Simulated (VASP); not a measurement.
# C2H2 in VASP: settings compared, part 2 of 2

VASP 6.6.1. The steps go on from the part before.

## 6. Single point, r2SCAN

File POSCAR:

```
HC
1.0
   12.0000000000      0.0000000000      0.0000000000
    0.0000000000     12.5000000000      0.0000000000
    0.0000000000      0.0000000000     13.0000000000
C H
2 2
Direct
    0.5000000000      0.5000000000      0.5463979933
    0.5000000000      0.5000000000      0.4536020067
    0.5000000000      0.5000000000      0.3712640089
    0.5000000000      0.5000000000      0.6287359911
```

File INCAR.step1:

```
SYSTEM = HC
ALGO = Normal ; EDIFF = 1E-5
ENCUT = 580 ; GGA = PE
GGA_COMPAT = .FALSE. ; ISMEAR = 0
LASPH = .TRUE. ; LCHARG = .FALSE.
LREAL = .FALSE. ; LWAVE = .TRUE.
NBANDS = 13 ; NELM = 120
NELMDL = -8 ; PREC = Accurate
SIGMA = 0.01
```

File INCAR.step2:

```
SYSTEM = HC
ALGO = Normal ; EDIFF = 1E-6
ENCUT = 580 ; GGA_COMPAT = .FALSE.
ISIF = 2 ; ISMEAR = 0
ISTART = 1 ; LASPH = .TRUE.
LCHARG = .FALSE. ; LMIXTAU = .TRUE.
LREAL = .FALSE. ; LWAVE = .FALSE.
METAGGA = R2SCAN ; NBANDS = 13
NELM = 120 ; PREC = Accurate
SIGMA = 0.01
```

File KPOINTS:

```
k-points
0
G
  1 1 1
  0 0 0
```

Potentials or basis: VASP PAW PBE potentials, release 64 (C, H).

Command:

```
> cat potpaw_PBE.64/C/POTCAR potpaw_PBE.64/H/POTCAR > POTCAR
> cp INCAR.step1 INCAR
> mpirun -np 1 vasp_gam > vasp.out
> cp INCAR.step2 INCAR
> mpirun -np 1 vasp_gam > vasp.out
```

OUTCAR:

```text
SYSTEM = HC
   EDIFF = 1E-6
   ENCUT = 580
   ISIF = 2
   ISMEAR = 0
   ISTART = 1
   LASPH = .TRUE.
   LREAL = .FALSE.
   METAGGA = R2SCAN
   NELM = 120
   PREC = Accurate

 ion  position               nearest neighbor table
   1  0.500  0.500  0.546-   4 1.07   2 1.21
   2  0.500  0.500  0.454-   3 1.07   1 1.21
   3  0.500  0.500  0.371-   2 1.07
   4  0.500  0.500  0.629-   1 1.07

  LATTYP: Found a simple orthorhombic cell.
 ALAT       =    12.0000000000
 B/A-ratio  =     1.0416666667
 C/A-ratio  =     1.0833333333

  Lattice vectors:

 A1 = (  12.0000000000,   0.0000000000,   0.0000000000)
 A2 = (   0.0000000000,  12.5000000000,   0.0000000000)
 A3 = (   0.0000000000,   0.0000000000,  13.0000000000)

Analysis of symmetry for initial positions (statically):
=====================================================================
 Subroutine PRICEL returns:
 Original cell was already a primitive cell.

 Routine SETGRP: Setting up the symmetry group for a
 simple orthorhombic supercell.

 Subroutine GETGRP returns: Found  8 space group operations
 (whereof  8 operations were pure point group operations)
 out of a pool of  8 trial point group operations.

The static configuration has the point symmetry D_2h.

Analysis of symmetry for dynamics (positions and initial velocities):
=====================================================================
 Subroutine PRICEL returns:
 Original cell was already a primitive cell.

 Routine SETGRP: Setting up the symmetry group for a
 simple orthorhombic supercell.

 Subroutine GETGRP returns: Found  8 space group operations
 (whereof  8 operations were pure point group operations)
 out of a pool of  8 trial point group operations.

The dynamic configuration has the point symmetry D_2h.

 Subroutine INISYM returns: Found  8 space group operations
 (whereof  8 operations are pure point group operations),
 and found     1 'primitive' translations

----------------------------------------------------------------------------------------

                                     Primitive cell

  volume of cell :    1950.0000

  direct lattice vectors                    reciprocal lattice vectors
    12.000000000  0.000000000  0.000000000     0.083333333  0.000000000  0.000000000
     0.000000000 12.500000000  0.000000000     0.000000000  0.080000000  0.000000000
     0.000000000  0.000000000 13.000000000     0.000000000  0.000000000  0.076923077

  length of vectors
    12.000000000 12.500000000 13.000000000     0.083333333  0.080000000  0.076923077

  position of ions in fractional coordinates (direct lattice)
     0.500000000  0.500000000  0.546397993
     0.500000000  0.500000000  0.453602007
     0.500000000  0.500000000  0.371264009
     0.500000000  0.500000000  0.628735991

  ion indices of the primitive-cell ions
   primitive index   ion index
                 1           1
                 2           2
                 3           3
                 4           4

----------------------------------------------------------------------------------------

 KPOINTS: k-points

Automatic generation of k-mesh.
 Grid dimensions read from file:
 generate k-points for:    1    1    1

 Generating k-lattice:

  Cartesian coordinates                     Fractional coordinates (reciprocal lattice)
     0.083333333  0.000000000  0.000000000     1.000000000  0.000000000  0.000000000
     0.000000000  0.080000000  0.000000000     0.000000000  1.000000000  0.000000000
     0.000000000  0.000000000  0.076923077     0.000000000  0.000000000  1.000000000

  Length of vectors
     0.083333333  0.080000000  0.076923077

  Shift w.r.t. Gamma in fractional coordinates (k-lattice)
     0.000000000  0.000000000  0.000000000

 Subroutine IBZKPT returns following result:
 ===========================================

 Found      1 irreducible k-points:

 Following reciprocal coordinates:
            Coordinates               Weight
  0.000000  0.000000  0.000000      1.000000
   k-points           NKPTS =      1   k-points in BZ     NKDIM =      1   number of bands    NBANDS=     13
   number of dos      NEDOS =    301   number of ions     NIONS =      4
   total plane-waves  NPLWV = ******
   dimension x,y,z NGX =    96 NGY =   98 NGZ =  108
   dimension x,y,z NGXF=   192 NGYF=  196 NGZF=  216
   ions per type =               2   2
   NGX,Y,Z   is equivalent  to a cutoff of  13.30, 13.03, 13.81 a.u.
   NGXF,Y,Z  is equivalent  to a cutoff of  26.60, 26.07, 27.62 a.u.
 SYSTEM =  HC
   PREC   = accura    normal or accurate (medium, high low for compatibility)
   ISTART =      1    job   : 0-new  1-cont  2-samecut
   ICHARG =      0    charge: 1-file 2-atom 10-const
   ISPIN  =      1    spin polarized calculation?
   LNONCOLLINEAR =      F non collinear calculations
   LSORBIT =      F    spin-orbit coupling
   LASPH  =      T    aspherical Exc in radial PAW
   ENCUT  =  580.0 eV  42.63 Ry    6.53 a.u.  23.56 24.55 25.53*2*pi/ulx,y,z
   NELM   =    120;   NELMIN=  2; NELMDL=  0     # of ELM steps
   EDIFF  = 0.1E-05   stopping-criterion for ELM
   LREAL  =      F    real-space projection
   EDIFFG = 0.1E-04   stopping-criterion for IOM
   NSW    =      0    number of steps for IOM
   IBRION =     -1    ionic relax: 0-MD 1-quasi-New 2-CG
   NFREE  =      0    steps in history (QN), initial steepest desc. (CG)
   ISIF   =      2    stress and relaxation
   ISYM   =      2    0-nonsym 1-usesym 2-fastsym
   POTIM  = 0.5000    time-step for ionic-motion
   TEBEG  =    0.0;   TEEND  =   0.0 temperature during run
   PSTRESS=    0.0 pullay stress
   NELECT =      10.0000    total number of electrons
   NUPDOWN=      -1.0000    fix difference up-down
   EMIN   =  10.00;   EMAX   =-10.00  energy-range for DOS
   EFERMI =   0.00;   METHOD = LEGACY
   ISMEAR =     0;   SIGMA  =   0.01  broadening in eV -4-tet -1-fermi 0-gaus
   EFERMI_NEDOS =   21; number of points for ismear=-14 and -15
   IALGO  =     38    algorithm
   IMIX   =      4    mixing-type and parameters
     AMIX     =   0.40;   BMIX     =  1.00
     AMIX_MAG =   1.60;   BMIX_MAG =  1.00
  volume/ion in A,a.u.               =     487.50      3289.81
  Fermi-wavevector in a.u.,A,eV,Ry     =   0.282312  0.533493  1.084388  0.079700
  Thomas-Fermi vector in A             =   1.132971
   LORBIT       =      0    0 simple, 1 ext, 2 COOP (PROOUT), +10 PAW based schemes
   METAGGA = R2SCAN    functional components
   LHFCALC =     F    Hartree Fock is set to
   AEXX    =    0.0000 exact exchange contribution
   IVDW    =     0    specifies the selected vdW correction
   LEPSILON=     F    determine dielectric tensor
   LRPA    =     F    only Hartree local field effects (RPA)
 non-spin polarized calculation
 Gauss-broadening in eV      SIGMA  =   0.01
  energy-cutoff  :      580.00
  volume of cell :     1950.00
 maximum number of plane-waves:     30951
 NGX is ok and might be reduce to    96
   NGX = 47   NGY = 49   NGZ = 51

 number of electron      10.0000001 magnetization

 Free energy of the ion-electron system (eV)
  ---------------------------------------------------
  ext. energy  EPLUGINS =         0.00000000
  ---------------------------------------------------
  free energy    TOTEN  =       -24.36572199 eV

  energy without entropy =      -24.36572199  energy(sigma->0) =      -24.36572199

 E-fermi :  -7.1953     XC(G=0):  -0.2780

 val. band max:       -7.3031044481   @ k =   0.0000   0.0000   0.0000
 cond. band min:       0.0328259103   @ k =   0.0000   0.0000   0.0000
 fundamental gap:      7.3359303584
 Fermi energy:        -7.1953105361

 k-point     1 :       0.0000    0.0000    0.0000
  band No.  band energies     occupation
      1     -19.5591      2.00000
      2     -14.6037      2.00000
      3     -12.5479      2.00000
      4      -7.3031      2.00000
      5      -7.3031      2.00000
      6       0.0328      0.00000
      7       0.0571      0.00000
      8       0.0579      0.00000
      9       0.8012      0.00000
     10       0.9187      0.00000
     11       0.9871      0.00000
     12       1.0183      0.00000
     13       1.0659      0.00000

------------------------ aborting loop because EDIFF is reached ----------------------------------------

  FORCE on cell =-STRESS in cart. coord.  units (eV):
  Direction    XX          YY          ZZ          XY          YZ          ZX
  --------------------------------------------------------------------------------------
  -------------------------------------------------------------------------------------
  Total       -0.0459560     -0.0465138     -1.5550576      0.0000000      0.0000000      0.0000000
  in kB       -0.0377588     -0.0382171     -1.2776811      0.0000000      0.0000000      0.0000000
  external PRESSURE =      -0.4512190 kB  Pullay stress =       0.0000000 kB

 VOLUME and BASIS-vectors are now :
 -----------------------------------------------------------------------------
  energy-cutoff  :      580.00
  volume of cell :     1950.00
      direct lattice vectors                 reciprocal lattice vectors
    12.000000000  0.000000000  0.000000000     0.083333333  0.000000000  0.000000000
     0.000000000 12.500000000  0.000000000     0.000000000  0.080000000  0.000000000
     0.000000000  0.000000000 13.000000000     0.000000000  0.000000000  0.076923077

 POSITION                                       TOTAL-FORCE (eV/Angst)
 -----------------------------------------------------------------------------------
      6.00000      6.25000      7.10317         0.000000      0.000000     -0.448632
      6.00000      6.25000      5.89683         0.000000      0.000000      0.448632
      6.00000      6.25000      4.82643         0.000000      0.000000      0.285470
      6.00000      6.25000      8.17357         0.000000      0.000000     -0.285470
 -----------------------------------------------------------------------------------
    total drift:                                0.000000      0.000000     -0.000000

  FREE ENERGIE OF THE ION-ELECTRON SYSTEM (eV)
  ---------------------------------------------------
  free  energy   TOTEN  =       -24.3657219852 eV

  energy  without entropy=      -24.3657219852  energy(sigma->0) =      -24.36572199
```

Run time: 5.2 min. Hardware: 1 thread of Intel Xeon 6975P-C (Granite Rapids), shared host; peak memory 2 GiB.

Results:

```yaml
Free_energy: -24.3657 eV
Largest_force: 0.449 eV/Å
Gap_between_the_frontier_levels: 7.34 eV
```

Forces in eV/Å, atoms in the order of the input:
```
C    0.000  0.000 -0.449
C    0.000  0.000  0.449
H    0.000  0.000  0.285
H    0.000  0.000 -0.285
```

Caveat: the PAW data sets were made with another functional, which shifts forces and pressure a little.

## 7. Overview

```tsv
level	potentials or basis	cutoff (eV)	gap on the mesh (eV)	largest force (eV/Å)
PBE	VASP PAW PBE potentials, release 64 (C, H)	520	6.75	0.11
LDA	VASP PAW LDA potentials, release 64 (C, H)	520	6.74	0.67
PBE+D3(BJ)	VASP PAW PBE potentials, release 64 (C, H)	520	6.75	0.11
RPBE	VASP PAW PBE potentials, release 64 (C, H)	520	6.71	0.48
r2SCAN	VASP PAW PBE potentials, release 64 (C, H)	580	7.34	0.45
```

Alike in all rows: task single point; no spin polarisation; cell as given; k mesh 1 × 1 × 1; smearing gaussian 0.01 eV.

Caveats: the PAW data sets were made with another functional, which shifts forces and pressure a little (at least some runs).

Total energies depend on the potentials used, so only differences within one code and one set of settings carry meaning.
